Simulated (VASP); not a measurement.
# Sb in VASP: single point with PBE+D3(BJ)

Aim: the single point of Sb with PBE+D3(BJ).

All numbers are computed with VASP 6.6.1; they aren't measurements. Logs are shortened: lines on timing, memory, paths and dates and some standing lists are left out, and cuts for length are marked.

### Step 1. The cell of the first run

The cell holds a slab with vacuum, 4 atoms: a = 4.069 Å, b = 4.069 Å, c = 20.800 Å, α = 90.00°, β = 90.00°, γ = 120.00°.

### Step 2. Single point, PBE+D3(BJ)

Input file INCAR:

```
SYSTEM = Sb
PREC = Accurate
ENCUT = 400
EDIFF = 1E-6
ISMEAR = 0
SIGMA = 0.05
LREAL = .FALSE.
LASPH = .TRUE.
NELM = 120
ALGO = Normal
ISIF = 2
LWAVE = .FALSE.
LCHARG = .FALSE.
LDIPOL = .TRUE.
IDIPOL = 3
DIPOL = 0.5 0.5 0.393
GGA = PE
IVDW = 12
NBANDS = 38
GGA_COMPAT = .FALSE.
NELMDL = -8
```

Input file KPOINTS:

```
regular mesh
0
G
  9 9 1
  0 0 0
```

Input file POSCAR:

```
Sb
1.0
    4.0686848921      0.0000000000      0.0000000000
   -2.0343424461      3.5235844766      0.0000000000
    0.0000000000      0.0000000000     20.8000277116
Sb
4
Direct
    0.3333333333      0.6666666667      0.2957305196
    0.6666666667      0.3333333333      0.2163458656
    0.6666666667      0.3333333333      0.5697261328
    0.3333333333      0.6666666667      0.4903457132
```

Potentials or basis: VASP PAW PBE potentials, release 64 (Sb_d_GW).

The run is started by

```console
$ cat potpaw_PBE.64/Sb_d_GW/POTCAR > POTCAR
$ mpirun -np 1 vasp_std > vasp.out
```

OUTCAR:

```text
SYSTEM = Sb
   PREC = Accurate
   ENCUT = 400
   EDIFF = 1E-6
   ISMEAR = 0
   LREAL = .FALSE.
   LASPH = .TRUE.
   NELM = 120
   ISIF = 2
   GGA = PE
   IVDW = 12
   NELMDL = -8
 IVDW          = 12

 ion  position               nearest neighbor table
   1  0.333  0.667  0.296-   2 2.87   2 2.87   2 2.87
   2  0.667  0.333  0.216-   1 2.87   1 2.87   1 2.87
   3  0.667  0.333  0.570-   4 2.87   4 2.87   4 2.87
   4  0.333  0.667  0.490-   3 2.87   3 2.87   3 2.87

  LATTYP: Found a hexagonal cell.
 ALAT       =     4.0686848921
 C/A-ratio  =     5.1122237930

  Lattice vectors:

 A1 = (   4.0686848921,   0.0000000000,   0.0000000000)
 A2 = (  -2.0343424461,   3.5235844766,   0.0000000000)
 A3 = (   0.0000000000,   0.0000000000,  20.8000277116)

Analysis of symmetry for initial positions (statically):
=====================================================================
 Subroutine PRICEL returns:
 Original cell was already a primitive cell.

 Routine SETGRP: Setting up the symmetry group for a
 hexagonal supercell.

 Subroutine GETGRP returns: Found 12 space group operations
 (whereof  6 operations were pure point group operations)
 out of a pool of 24 trial point group operations.

The static configuration has the point symmetry C_3v.
 The point group associated with its full space group is D_3h.

Analysis of symmetry for dynamics (positions and initial velocities):
=====================================================================
 Subroutine PRICEL returns:
 Original cell was already a primitive cell.

 Routine SETGRP: Setting up the symmetry group for a
 hexagonal supercell.

 Subroutine GETGRP returns: Found 12 space group operations
 (whereof  6 operations were pure point group operations)
 out of a pool of 24 trial point group operations.

The dynamic configuration has the point symmetry C_3v.
 The point group associated with its full space group is D_3h.

 Subroutine INISYM returns: Found 12 space group operations
 (whereof  6 operations are pure point group operations),
 and found     1 'primitive' translations

----------------------------------------------------------------------------------------

                                     Primitive cell

  volume of cell :     298.1966

  direct lattice vectors                    reciprocal lattice vectors
     4.068684892  0.000000000  0.000000000     0.245779663  0.141900954  0.000000000
    -2.034342446  3.523584477  0.000000000     0.000000000  0.283801909  0.000000000
     0.000000000  0.000000000 20.800027712     0.000000000  0.000000000  0.048076859

  length of vectors
     4.068684892  4.068684892 20.800027712     0.283801909  0.283801909  0.048076859

  position of ions in fractional coordinates (direct lattice)
     0.333333333  0.666666667  0.295730520
     0.666666667  0.333333333  0.216345866
     0.666666667  0.333333333  0.569726133
     0.333333333  0.666666667  0.490345713

  ion indices of the primitive-cell ions
   primitive index   ion index
                 1           1
                 2           2
                 3           3
                 4           4

----------------------------------------------------------------------------------------

 KPOINTS: regular mesh

Automatic generation of k-mesh.
 Grid dimensions read from file:
 generate k-points for:    9    9    1

 Generating k-lattice:

  Cartesian coordinates                     Fractional coordinates (reciprocal lattice)
     0.027308851  0.015766773  0.000000000     0.111111111 -0.000000000  0.000000000
     0.000000000  0.031533545  0.000000000     0.000000000  0.111111111  0.000000000
     0.000000000  0.000000000  0.048076859     0.000000000  0.000000000  1.000000000

  Length of vectors
     0.031533545  0.031533545  0.048076859

  Shift w.r.t. Gamma in fractional coordinates (k-lattice)
     0.000000000  0.000000000  0.000000000

 Subroutine IBZKPT returns following result:
 ===========================================

 Found     12 irreducible k-points:

 Following reciprocal coordinates:
            Coordinates               Weight
  0.000000  0.000000  0.000000      1.000000
  0.111111 -0.000000  0.000000      6.000000
  0.222222 -0.000000  0.000000      6.000000
  0.333333 -0.000000  0.000000      6.000000
  0.444444 -0.000000  0.000000      6.000000
  0.111111  0.111111  0.000000      6.000000
  0.222222  0.111111  0.000000     12.000000
  0.333333  0.111111  0.000000     12.000000
  0.444444  0.111111  0.000000      6.000000
  0.222222  0.222222  0.000000      6.000000
  0.333333  0.222222  0.000000     12.000000
  0.333333  0.333333  0.000000      2.000000
   k-points           NKPTS =     12   k-points in BZ     NKDIM =     12   number of bands    NBANDS=     38
   number of dos      NEDOS =    301   number of ions     NIONS =      4
   total plane-waves  NPLWV = 109760
   dimension x,y,z NGX =    28 NGY =   28 NGZ =  140
   dimension x,y,z NGXF=    56 NGYF=   56 NGZF=  280
   ions per type =               4
   NGX,Y,Z   is equivalent  to a cutoff of  11.44, 11.44, 11.19 a.u.
   NGXF,Y,Z  is equivalent  to a cutoff of  22.88, 22.88, 22.38 a.u.
 SYSTEM =  Sb
   PREC   = accura    normal or accurate (medium, high low for compatibility)
   ISTART =      0    job   : 0-new  1-cont  2-samecut
   ICHARG =      2    charge: 1-file 2-atom 10-const
   ISPIN  =      1    spin polarized calculation?
   LNONCOLLINEAR =      F non collinear calculations
   LSORBIT =      F    spin-orbit coupling
   LASPH  =      T    aspherical Exc in radial PAW
   ENCUT  =  400.0 eV  29.40 Ry    5.42 a.u.   6.63  6.63 33.92*2*pi/ulx,y,z
   NELM   =    120;   NELMIN=  2; NELMDL= -8     # of ELM steps
   EDIFF  = 0.1E-05   stopping-criterion for ELM
   LREAL  =      F    real-space projection
   EDIFFG = 0.1E-04   stopping-criterion for IOM
   NSW    =      0    number of steps for IOM
   IBRION =     -1    ionic relax: 0-MD 1-quasi-New 2-CG
   NFREE  =      0    steps in history (QN), initial steepest desc. (CG)
   ISIF   =      2    stress and relaxation
   ISYM   =      2    0-nonsym 1-usesym 2-fastsym
   POTIM  = 0.5000    time-step for ionic-motion
   TEBEG  =    0.0;   TEEND  =   0.0 temperature during run
   PSTRESS=    0.0 pullay stress
   NELECT =      60.0000    total number of electrons
   NUPDOWN=      -1.0000    fix difference up-down
   EMIN   =  10.00;   EMAX   =-10.00  energy-range for DOS
   EFERMI =   0.00;   METHOD = LEGACY
   ISMEAR =     0;   SIGMA  =   0.05  broadening in eV -4-tet -1-fermi 0-gaus
   EFERMI_NEDOS =   21; number of points for ismear=-14 and -15
   IALGO  =     38    algorithm
   IMIX   =      4    mixing-type and parameters
     AMIX     =   0.40;   BMIX     =  1.00
     AMIX_MAG =   1.60;   BMIX_MAG =  1.00
  volume/ion in A,a.u.               =      74.55       503.08
  Fermi-wavevector in a.u.,A,eV,Ry     =   0.959307  1.812828 12.521037  0.920270
  Thomas-Fermi vector in A             =   2.088492
   LORBIT       =      0    0 simple, 1 ext, 2 COOP (PROOUT), +10 PAW based schemes
   GGA     = PE    functional components
   LHFCALC =     F    Hartree Fock is set to
   AEXX    =    0.0000 exact exchange contribution
   IVDW    =    12    specifies the selected vdW correction
   LEPSILON=     F    determine dielectric tensor
   LRPA    =     F    only Hartree local field effects (RPA)
 non-spin polarized calculation
 Gauss-broadening in eV      SIGMA  =   0.05
  energy-cutoff  :      400.00
  volume of cell :      298.20
 maximum number of plane-waves:      5503
 NGX is ok and might be reduce to    28
   NGX = 13   NGY = 13   NGZ = 67

 number of electron      60.0000002 magnetization

 dipolmoment           0.000000      0.000000     -0.000609 electrons x Angstroem

 Free energy of the ion-electron system (eV)
  ---------------------------------------------------
  ext. energy  EPLUGINS =         0.00000000
  ---------------------------------------------------
  free energy    TOTEN  =       -16.26488560 eV

  energy without entropy =      -16.26488560  energy(sigma->0) =      -16.26488560

 E-fermi :  -0.5386     XC(G=0):  -4.9238

 val. band max:       -0.8454747574   @ k =   0.0000   0.0000   0.0000
 cond. band min:       0.0452998641   @ k =   0.3333  -0.0000   0.0000
 fundamental gap:      0.8907746215
 Fermi energy:        -0.5386340893

 k-point     1 :       0.0000    0.0000    0.0000
  band No.  band energies     occupation
      1     -29.5381      2.00000
      2     -29.5381      2.00000
      3     -29.5325      2.00000
      4     -29.5325      2.00000
      5     -29.4610      2.00000
      6     -29.4610      2.00000
[... 30 lines left out ...]
     37       3.2942      0.00000
     38       3.6574      0.00000

 k-point     2 :       0.1111   -0.0000    0.0000
  band No.  band energies     occupation
      1     -29.5371      2.00000
      2     -29.5315      2.00000
      3     -29.5315      2.00000
      4     -29.5259      2.00000
      5     -29.4602      2.00000
      6     -29.4569      2.00000
[... 30 lines left out ...]
     37       3.4729      0.00000
     38       3.8165      0.00000

 k-point     3 :       0.2222   -0.0000    0.0000
  band No.  band energies     occupation
      1     -29.5346      2.00000
      2     -29.5290      2.00000
      3     -29.5129      2.00000
      4     -29.5073      2.00000
      5     -29.4585      2.00000
      6     -29.4530      2.00000
[... 30 lines left out ...]
     37       3.8312      0.00000
[... 289 lines left out ...]
 k-point    11 :       0.3333    0.2222    0.0000
  band No.  band energies     occupation
      1     -29.5296      2.00000
      2     -29.5240      2.00000
      3     -29.4526      2.00000
      4     -29.4470      2.00000
      5     -29.4346      2.00000
      6     -29.4291      2.00000
[... 30 lines left out ...]
     37       4.8974      0.00000
     38       5.4184      0.00000

 k-point    12 :       0.3333    0.3333    0.0000
  band No.  band energies     occupation
      1     -29.5292      2.00000
      2     -29.5236      2.00000
      3     -29.4315      2.00000
      4     -29.4304      2.00000
      5     -29.4298      2.00000
      6     -29.4260      2.00000
[... 30 lines left out ...]
     37       5.2541      0.00000
     38       6.3421      0.00000

------------------------ aborting loop because EDIFF is reached ----------------------------------------

 vacuum level on the upper side and lower side of the slab       (xc-potential included)        -0.129        -0.121

 Edisp (eV)   -1.13649

 E8    (eV) :    -0.5439

  FORCE on cell =-STRESS in cart. coord.  units (eV):
  Direction    XX          YY          ZZ          XY          YZ          ZX
  --------------------------------------------------------------------------------------
  -------------------------------------------------------------------------------------
  Total      -0.27359    -0.27359    -0.27313     0.00000     0.00000     0.00000
  in kB      -1.46998    -1.46998    -1.46749     0.00000     0.00000     0.00000
  external pressure =       -1.47 kB  Pullay stress =        0.00 kB

 VOLUME and BASIS-vectors are now :
 -----------------------------------------------------------------------------
  energy-cutoff  :      400.00
  volume of cell :      298.20
      direct lattice vectors                 reciprocal lattice vectors
     4.068684892  0.000000000  0.000000000     0.245779663  0.141900954  0.000000000
    -2.034342446  3.523584477  0.000000000     0.000000000  0.283801909  0.000000000
     0.000000000  0.000000000 20.800027712     0.000000000  0.000000000  0.048076859

 POSITION                                       TOTAL-FORCE (eV/Angst)
 -----------------------------------------------------------------------------------
     -0.00000      2.34906      6.15120         0.000000     -0.000000     -0.005594
      2.03434      1.17453      4.50000        -0.000000      0.000000      0.002818
      2.03434      1.17453     11.85032        -0.000000      0.000000     -0.002818
     -0.00000      2.34906     10.19920         0.000000     -0.000000      0.005594
 -----------------------------------------------------------------------------------
    total drift:                                0.000000     -0.000000     -0.080798

  FREE ENERGIE OF THE ION-ELECTRON SYSTEM (eV)
  ---------------------------------------------------
  free  energy   TOTEN  =       -17.4013790676 eV

  energy  without entropy=      -17.4013790676  energy(sigma->0) =      -17.40137907

 vacuum level on the upper side and lower side of the slab         3.721         3.729
```

It took 2.4 min on 1 thread of Intel Xeon 6975P-C (Granite Rapids), shared host; peak memory 0.35 GiB.

Results:

| Quantity | Value |
| --- | --- |
| Free energy | -17.4014 eV |
| Largest force | 0.006 eV/Å |
| Band gap on the k mesh | 0.89 eV (least direct gap 1.47 eV) |
| Dispersion energy per atom | -0.284 eV |

Forces in eV/Å, atoms in the order of the input:
```
Sb   0.000  0.000 -0.006
Sb   0.000  0.000  0.003
Sb   0.000  0.000 -0.003
Sb   0.000  0.000  0.006
```

Caveat: spin-orbit coupling is left out, which moves the levels of the heavy elements.
